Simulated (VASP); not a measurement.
# Sr (Im-3m) in VASP: notebook, part 2 of 2

VASP 6.6.1.

**4. Electric field gradients, PBE (55.33 Å³/atom)**

This run uses another cell than the first one, of 55.33 Å³/atom.

Input file INCAR:

```
PREC = Accurate ; ENCUT = 520
EDIFF = 1E-8 ; ISMEAR = -1
SIGMA = 0.05 ; LREAL = F
LASPH = T ; NELM = 80
ALGO = Normal ; ISIF = 2
LWAVE = F ; LCHARG = F
GGA = PE ; LEFG = T
NBANDS = 11
```

Input file KPOINTS:

```
Automatic mesh
0
Gamma
  12 12 12
```

Input file POSCAR:

```
Sr
1.0
   -2.4005033757      2.4005033757      2.4005033757
    2.4005033757     -2.4005033757      2.4005033757
    2.4005033757      2.4005033757     -2.4005033757
Sr
1
Direct
    0.0000000000      0.0000000000      0.0000000000
```

Potentials or basis: VASP PAW PBE potentials, release 64 (Sr_sv).

On the command line:

```bash
cat potpaw_PBE.64/Sr_sv/POTCAR > POTCAR
mpirun -np 1 vasp_std > vasp.out
```

OUTCAR:

```text
PREC = Accurate
   ENCUT = 520
   EDIFF = 1E-8
   ISMEAR = -1
   LREAL = F
   LASPH = T
   NELM = 80
   ISIF = 2
   GGA = PE

 ion  position               nearest neighbor table
   1  0.000  0.000  0.000-

  LATTYP: Found a body centered cubic cell.
 ALAT       =     4.8010067514

  Lattice vectors:

 A1 = (  -2.4005033757,   2.4005033757,   2.4005033757)
 A2 = (   2.4005033757,  -2.4005033757,   2.4005033757)
 A3 = (   2.4005033757,   2.4005033757,  -2.4005033757)

Analysis of symmetry for initial positions (statically):
=====================================================================
 Subroutine PRICEL returns:
 Original cell was already a primitive cell.

 Routine SETGRP: Setting up the symmetry group for a
 body centered cubic supercell.

 Subroutine GETGRP returns: Found 48 space group operations
 (whereof 48 operations were pure point group operations)
 out of a pool of 48 trial point group operations.

The static configuration has the point symmetry O_h .

Analysis of symmetry for dynamics (positions and initial velocities):
=====================================================================
 Subroutine PRICEL returns:
 Original cell was already a primitive cell.

 Routine SETGRP: Setting up the symmetry group for a
 body centered cubic supercell.

 Subroutine GETGRP returns: Found 48 space group operations
 (whereof 48 operations were pure point group operations)
 out of a pool of 48 trial point group operations.

The dynamic configuration has the point symmetry O_h .

 Subroutine INISYM returns: Found 48 space group operations
 (whereof 48 operations are pure point group operations),
 and found     1 'primitive' translations

----------------------------------------------------------------------------------------

                                     Primitive cell

  volume of cell :      55.3308

  direct lattice vectors                    reciprocal lattice vectors
    -2.400503376  2.400503376  2.400503376     0.000000000  0.208289647  0.208289647
     2.400503376 -2.400503376  2.400503376     0.208289647  0.000000000  0.208289647
     2.400503376  2.400503376 -2.400503376     0.208289647  0.208289647  0.000000000

  length of vectors
     4.157793810  4.157793810  4.157793810     0.294566043  0.294566043  0.294566043

  position of ions in fractional coordinates (direct lattice)
     0.000000000  0.000000000  0.000000000

  ion indices of the primitive-cell ions
   primitive index   ion index
                 1           1

----------------------------------------------------------------------------------------

 KPOINTS: Automatic mesh

Automatic generation of k-mesh.
 Grid dimensions read from file:
 generate k-points for:   12   12   12

 Generating k-lattice:

  Cartesian coordinates                     Fractional coordinates (reciprocal lattice)
[... 63 lines left out ...]
   NSW    =      0    number of steps for IOM
   IBRION =     -1    ionic relax: 0-MD 1-quasi-New 2-CG
   NFREE  =      0    steps in history (QN), initial steepest desc. (CG)
   ISIF   =      2    stress and relaxation
   ISYM   =      2    0-nonsym 1-usesym 2-fastsym
   POTIM  = 0.5000    time-step for ionic-motion
   TEBEG  =    0.0;   TEEND  =   0.0 temperature during run
   PSTRESS=    0.0 pullay stress
   NELECT =      10.0000    total number of electrons
   NUPDOWN=      -1.0000    fix difference up-down
   EMIN   =  10.00;   EMAX   =-10.00  energy-range for DOS
   EFERMI =   0.00;   METHOD = LEGACY
   ISMEAR =    -1;   SIGMA  =   0.05  broadening in eV -4-tet -1-fermi 0-gaus
   EFERMI_NEDOS =   21; number of points for ismear=-14 and -15
   IALGO  =     38    algorithm
   IMIX   =      4    mixing-type and parameters
     AMIX     =   0.40;   BMIX     =  1.00
     AMIX_MAG =   1.60;   BMIX_MAG =  1.00
  volume/ion in A,a.u.               =      55.33       373.39
  Fermi-wavevector in a.u.,A,eV,Ry     =   0.925591  1.749114 11.656369  0.856719
  Thomas-Fermi vector in A             =   2.051462
   LORBIT       =      0    0 simple, 1 ext, 2 COOP (PROOUT), +10 PAW based schemes
   GGA     = PE    functional components
   LHFCALC =     F    Hartree Fock is set to
   AEXX    =    0.0000 exact exchange contribution
   IVDW    =     0    specifies the selected vdW correction
   LEPSILON=     F    determine dielectric tensor
   LRPA    =     F    only Hartree local field effects (RPA)
 non-spin polarized calculation
  energy-cutoff  :      520.00
  volume of cell :       55.33
 maximum number of plane-waves:      1508
   NGX = 15   NGY = 15   NGZ = 15

 number of electron      10.0000000 magnetization

 Free energy of the ion-electron system (eV)
  ---------------------------------------------------
  ext. energy  EPLUGINS =         0.00000000
  ---------------------------------------------------
  free energy    TOTEN  =        -1.63473343 eV

  energy without entropy =       -1.62361393  energy(sigma->0) =       -1.62917368

 E-fermi :   1.5790     XC(G=0):  -7.3294

 val. band max:        1.5611556739   @ k =   0.5000   0.5000   0.3333
 cond. band min:       1.5828675880   @ k =   0.5000   0.5000   0.2500
 fundamental gap:      0.0217119140
 Fermi energy:         1.5790033319

 k-point     1 :       0.0000    0.0000    0.0000
  band No.  band energies     occupation
      1     -35.0615      2.00000
      2     -16.9488      2.00000
      3     -16.9488      2.00000
      4     -16.9488      2.00000
      5      -2.0662      2.00000
      6       3.9335      0.00000
      7       3.9335      0.00000
      8       3.9335      0.00000
      9       5.2462      0.00000
     10       5.2462      0.00000
     11       9.6164      0.00000
[... 309 lines left out ...]
 k-point    24 :       0.4167    0.0833    0.0833
  band No.  band energies     occupation
      1     -35.0465      2.00000
      2     -17.1288      2.00000
      3     -17.0211      2.00000
      4     -16.9613      2.00000
      5       0.8119      2.00000
      6       1.7670      0.04548
      7       2.5841      0.00000
      8       5.1598      0.00000
      9       5.7531      0.00000
     10       6.7040      0.00000
     11       7.1185      0.00000

 [... further k-points ...]
[... 5 lines left out ...]
  --------------------------------------------------------------------------------------
  -------------------------------------------------------------------------------------
  Total       -0.1000514     -0.1000514     -0.1000514      0.0000000      0.0000000     -0.0000000
  in kB       -2.8971213     -2.8971213     -2.8971213      0.0000000      0.0000000     -0.0000000
  external PRESSURE =      -2.8971213 kB  Pullay stress =       0.0000000 kB

 VOLUME and BASIS-vectors are now :
 -----------------------------------------------------------------------------
  energy-cutoff  :      520.00
  volume of cell :       55.33
      direct lattice vectors                 reciprocal lattice vectors
    -2.400503376  2.400503376  2.400503376     0.000000000  0.208289647  0.208289647
     2.400503376 -2.400503376  2.400503376     0.208289647  0.000000000  0.208289647
     2.400503376  2.400503376 -2.400503376     0.208289647  0.208289647  0.000000000

 POSITION                                       TOTAL-FORCE (eV/Angst)
 -----------------------------------------------------------------------------------
      0.00000      0.00000      0.00000        -0.000000      0.000000     -0.000000
 -----------------------------------------------------------------------------------
    total drift:                                0.000000      0.000000      0.000000

  FREE ENERGIE OF THE ION-ELECTRON SYSTEM (eV)
  ---------------------------------------------------
  free  energy   TOTEN  =        -1.6347334272 eV

  energy  without entropy=       -1.6236139282  energy(sigma->0) =       -1.62917368

 Electric field gradients (V/A^2)
---------------------------------------------------------------------
 ion       V_xx      V_yy      V_zz      V_xy      V_xz      V_yz
---------------------------------------------------------------------
   1       0.000    -0.000     0.000    -0.000    -0.000    -0.000
---------------------------------------------------------------------

 Electric field gradients after diagonalization (V/A^2)
 (convention: |V_zz| > |V_xx| > |V_yy|)
----------------------------------------------------------------------
 ion       V_xx      V_yy      V_zz     asymmetry (V_yy - V_xx)/ V_zz
----------------------------------------------------------------------
   1       0.000     0.000    -0.000       0.000
----------------------------------------------------------------------

           NMR quadrupolar parameters

 Cq : quadrupolar parameter    Cq=e*Q*V_zz/h
 eta: asymmetry parameters     (V_yy - V_xx)/ V_zz
 Q  : nuclear electric quadrupole moment in mb (millibarn)
----------------------------------------------------------------------
 ion       Cq(MHz)       eta       Q (mb)
----------------------------------------------------------------------
   1      -0.000       0.000       1.000
----------------------------------------------------------------------
```

stdout:

```text
POSCAR found type information on POSCAR Sr
 POSCAR found :  1 types and       1 ions
 scaLAPACK will be used
 LDA part: xc-table for (Slater+PW92), standard interpolation
 POSCAR, INCAR and KPOINTS ok, starting setup
 FFT: planning ... GRIDC
 FFT: planning ... GRID_SOFT
 FFT: planning ... GRID
 WAVECAR not read
 entering main loop
ion   1
```

Run time: 19 s. Hardware: 1 thread of Intel Xeon Platinum 8488C (Sapphire Rapids), shared host; peak memory 0.2 GiB.

What came out:

```
Free energy                             : -1.6347 eV
Pressure                                : -0.3 GPa
Band gap on the k mesh                  : zero (bands 5 and 6 overlap by 0.47 eV)
Largest electric field gradient by atom : under 0.05 V/Å² on every atom
```

**5. Electric field gradients, PBE (58.75 Å³/atom)**

This run uses another cell than the first one, of 58.75 Å³/atom.

Input file INCAR:

```
SYSTEM = Sr
PREC = Accurate
ENCUT = 520
EDIFF = 1E-8
ISMEAR = -1
SIGMA = 0.05
LREAL = .FALSE.
LASPH = .TRUE.
NELM = 80
ALGO = Normal
ISIF = 2
LWAVE = .FALSE.
LCHARG = .FALSE.
GGA = PE
LEFG = .TRUE.
NBANDS = 11
```

Input file KPOINTS:

```
regular mesh
0
G
  12 12 12
  0 0 0
```

Input file POSCAR:

```
Sr
1.0
   -2.4490114626      2.4490114626      2.4490114626
    2.4490114626     -2.4490114626      2.4490114626
    2.4490114626      2.4490114626     -2.4490114626
Sr
1
Direct
    0.0000000000      0.0000000000      0.0000000000
```

Potentials or basis: VASP PAW PBE potentials, release 64 (Sr_sv).

On the command line:

```bash
cat potpaw_PBE.64/Sr_sv/POTCAR > POTCAR
mpirun -np 1 vasp_std > vasp.out
```

OUTCAR:

```text
SYSTEM = Sr
   PREC = Accurate
   ENCUT = 520
   EDIFF = 1E-8
   ISMEAR = -1
   LREAL = .FALSE.
   LASPH = .TRUE.
   NELM = 80
   ISIF = 2
   GGA = PE

 ion  position               nearest neighbor table
   1  0.000  0.000  0.000-

  LATTYP: Found a body centered cubic cell.
 ALAT       =     4.8980229252

  Lattice vectors:

 A1 = (  -2.4490114626,   2.4490114626,   2.4490114626)
 A2 = (   2.4490114626,  -2.4490114626,   2.4490114626)
 A3 = (   2.4490114626,   2.4490114626,  -2.4490114626)

Analysis of symmetry for initial positions (statically):
=====================================================================
 Subroutine PRICEL returns:
 Original cell was already a primitive cell.

 Routine SETGRP: Setting up the symmetry group for a
 body centered cubic supercell.

 Subroutine GETGRP returns: Found 48 space group operations
 (whereof 48 operations were pure point group operations)
 out of a pool of 48 trial point group operations.

The static configuration has the point symmetry O_h .

Analysis of symmetry for dynamics (positions and initial velocities):
=====================================================================
 Subroutine PRICEL returns:
 Original cell was already a primitive cell.

 Routine SETGRP: Setting up the symmetry group for a
 body centered cubic supercell.

 Subroutine GETGRP returns: Found 48 space group operations
 (whereof 48 operations were pure point group operations)
 out of a pool of 48 trial point group operations.

The dynamic configuration has the point symmetry O_h .

 Subroutine INISYM returns: Found 48 space group operations
 (whereof 48 operations are pure point group operations),
 and found     1 'primitive' translations

----------------------------------------------------------------------------------------

                                     Primitive cell

  volume of cell :      58.7533

  direct lattice vectors                    reciprocal lattice vectors
    -2.449011463  2.449011463  2.449011463     0.000000000  0.204164010  0.204164010
     2.449011463 -2.449011463  2.449011463     0.204164010  0.000000000  0.204164010
     2.449011463  2.449011463 -2.449011463     0.204164010  0.204164010  0.000000000

  length of vectors
     4.241812282  4.241812282  4.241812282     0.288731511  0.288731511  0.288731511

  position of ions in fractional coordinates (direct lattice)
     0.000000000  0.000000000  0.000000000

  ion indices of the primitive-cell ions
   primitive index   ion index
                 1           1

----------------------------------------------------------------------------------------

 KPOINTS: regular mesh

Automatic generation of k-mesh.
 Grid dimensions read from file:
 generate k-points for:   12   12   12

 Generating k-lattice:

  Cartesian coordinates                     Fractional coordinates (reciprocal lattice)
     0.000000000  0.017013667  0.017013667     0.083333333  0.000000000  0.000000000
     0.017013667  0.000000000  0.017013667     0.000000000  0.083333333  0.000000000
     0.017013667  0.017013667  0.000000000     0.000000000  0.000000000  0.083333333
[... 65 lines left out ...]
   POTIM  = 0.5000    time-step for ionic-motion
   TEBEG  =    0.0;   TEEND  =   0.0 temperature during run
   PSTRESS=    0.0 pullay stress
   NELECT =      10.0000    total number of electrons
   NUPDOWN=      -1.0000    fix difference up-down
   EMIN   =  10.00;   EMAX   =-10.00  energy-range for DOS
   EFERMI =   0.00;   METHOD = LEGACY
   ISMEAR =    -1;   SIGMA  =   0.05  broadening in eV -4-tet -1-fermi 0-gaus
   EFERMI_NEDOS =   21; number of points for ismear=-14 and -15
   IALGO  =     38    algorithm
   IMIX   =      4    mixing-type and parameters
     AMIX     =   0.40;   BMIX     =  1.00
     AMIX_MAG =   1.60;   BMIX_MAG =  1.00
  volume/ion in A,a.u.               =      58.75       396.49
  Fermi-wavevector in a.u.,A,eV,Ry     =   0.907258  1.714469 11.199181  0.823117
  Thomas-Fermi vector in A             =   2.031044
   LORBIT       =      0    0 simple, 1 ext, 2 COOP (PROOUT), +10 PAW based schemes
   GGA     = PE    functional components
   LHFCALC =     F    Hartree Fock is set to
   AEXX    =    0.0000 exact exchange contribution
   IVDW    =     0    specifies the selected vdW correction
   LEPSILON=     F    determine dielectric tensor
   LRPA    =     F    only Hartree local field effects (RPA)
 non-spin polarized calculation
  energy-cutoff  :      520.00
  volume of cell :       58.75
 maximum number of plane-waves:      1605
   NGX = 15   NGY = 15   NGZ = 15

 number of electron      10.0000000 magnetization

 Free energy of the ion-electron system (eV)
  ---------------------------------------------------
  ext. energy  EPLUGINS =         0.00000000
  ---------------------------------------------------
  free energy    TOTEN  =        -1.62244762 eV

  energy without entropy =       -1.60961073  energy(sigma->0) =       -1.61602917

 E-fermi :   1.3899     XC(G=0):  -7.1515

 val. band max:        1.3860984567   @ k =   0.5000   0.5000   0.2500
 cond. band min:       1.4091305279   @ k =  -0.4167  -0.4167   0.1667
 fundamental gap:      0.0230320712
 Fermi energy:         1.3899238902

 k-point     1 :       0.0000    0.0000    0.0000
  band No.  band energies     occupation
      1     -35.3833      2.00000
      2     -17.2790      2.00000
      3     -17.2790      2.00000
      4     -17.2790      2.00000
      5      -2.1727      2.00000
      6       3.6598      0.00000
      7       3.6598      0.00000
      8       3.6598      0.00000
      9       4.9054      0.00000
     10       4.9054      0.00000
     11       9.1971      0.00000
[... 309 lines left out ...]
 k-point    24 :       0.4167    0.0833    0.0833
  band No.  band energies     occupation
      1     -35.3721      2.00000
      2     -17.4238      2.00000
      3     -17.3376      2.00000
      4     -17.2888      2.00000
      5       0.6349      2.00000
      6       1.5052      0.18149
      7       2.3827      0.00000
      8       4.7836      0.00000
      9       5.3686      0.00000
     10       6.1718      0.00000
     11       6.6354      0.00000

 [... further k-points ...]
[... 5 lines left out ...]
  --------------------------------------------------------------------------------------
  -------------------------------------------------------------------------------------
  Total       -0.3110042     -0.3110042     -0.3110042      0.0000000     -0.0000000      0.0000000
  in kB       -8.4809483     -8.4809483     -8.4809483      0.0000000     -0.0000000      0.0000000
  external PRESSURE =      -8.4809483 kB  Pullay stress =       0.0000000 kB

 VOLUME and BASIS-vectors are now :
 -----------------------------------------------------------------------------
  energy-cutoff  :      520.00
  volume of cell :       58.75
      direct lattice vectors                 reciprocal lattice vectors
    -2.449011463  2.449011463  2.449011463     0.000000000  0.204164010  0.204164010
     2.449011463 -2.449011463  2.449011463     0.204164010  0.000000000  0.204164010
     2.449011463  2.449011463 -2.449011463     0.204164010  0.204164010  0.000000000

 POSITION                                       TOTAL-FORCE (eV/Angst)
 -----------------------------------------------------------------------------------
      0.00000      0.00000      0.00000         0.000000      0.000000      0.000000
 -----------------------------------------------------------------------------------
    total drift:                               -0.000000      0.000000      0.000000

  FREE ENERGIE OF THE ION-ELECTRON SYSTEM (eV)
  ---------------------------------------------------
  free  energy   TOTEN  =        -1.6224476162 eV

  energy  without entropy=       -1.6096107277  energy(sigma->0) =       -1.61602917

 Electric field gradients (V/A^2)
---------------------------------------------------------------------
 ion       V_xx      V_yy      V_zz      V_xy      V_xz      V_yz
---------------------------------------------------------------------
   1       0.000    -0.000     0.000    -0.000    -0.000    -0.000
---------------------------------------------------------------------

 Electric field gradients after diagonalization (V/A^2)
 (convention: |V_zz| > |V_xx| > |V_yy|)
----------------------------------------------------------------------
 ion       V_xx      V_yy      V_zz     asymmetry (V_yy - V_xx)/ V_zz
----------------------------------------------------------------------
   1       0.000     0.000    -0.000       0.000
----------------------------------------------------------------------

           NMR quadrupolar parameters

 Cq : quadrupolar parameter    Cq=e*Q*V_zz/h
 eta: asymmetry parameters     (V_yy - V_xx)/ V_zz
 Q  : nuclear electric quadrupole moment in mb (millibarn)
----------------------------------------------------------------------
 ion       Cq(MHz)       eta       Q (mb)
----------------------------------------------------------------------
   1      -0.000       0.000       1.000
----------------------------------------------------------------------
```

stdout:

```text
POSCAR found type information on POSCAR Sr
 POSCAR found :  1 types and       1 ions
 scaLAPACK will be used
 LDA part: xc-table for (Slater+PW92), standard interpolation
 POSCAR, INCAR and KPOINTS ok, starting setup
 FFT: planning ... GRIDC
 FFT: planning ... GRID_SOFT
 FFT: planning ... GRID
 WAVECAR not read
 entering main loop
ion   1
```

It took 20 s on 1 thread of Intel Xeon Platinum 8488C (Sapphire Rapids), shared host; peak memory 0.2 GiB.

What came out:

| Property | Result |
| --- | --- |
| Free energy | -1.6224 eV |
| Pressure | -0.8 GPa |
| Band gap on the k mesh | zero (bands 5 and 6 overlap by 0.38 eV) |
| Largest electric field gradient by atom | under 0.05 V/Å² on every atom |

**6. The runs side by side**

```tsv
level	cell	smearing	gap on the mesh (eV)	pressure (GPa)
PBE	a = 4.115 Å, angles 109.5°, 1 atom	fermi-dirac 0.05 eV	none	0.1
revPBE	a = 4.115 Å, angles 109.5°, 1 atom	gaussian 0.01 eV	none	0.6
PBE	a = 4.158 Å, angles 109.5°, 1 atom	fermi-dirac 0.05 eV	none	-0.3
PBE	a = 4.242 Å, angles 109.5°, 1 atom	fermi-dirac 0.05 eV	none	-0.8
```

Alike in all rows: task electric field gradients; potentials or basis VASP PAW PBE potentials, release 64 (Sr_sv); no spin polarisation; k mesh 12 × 12 × 12; cutoff (eV) 520.

Caveats: the PAW data sets were made with another functional, which shifts forces and pressure a little (at least some runs).

Absolute energies hang on the potentials; compare differences alone.

The gap in the log of VASP goes by the Fermi energy; the results here count the filled bands.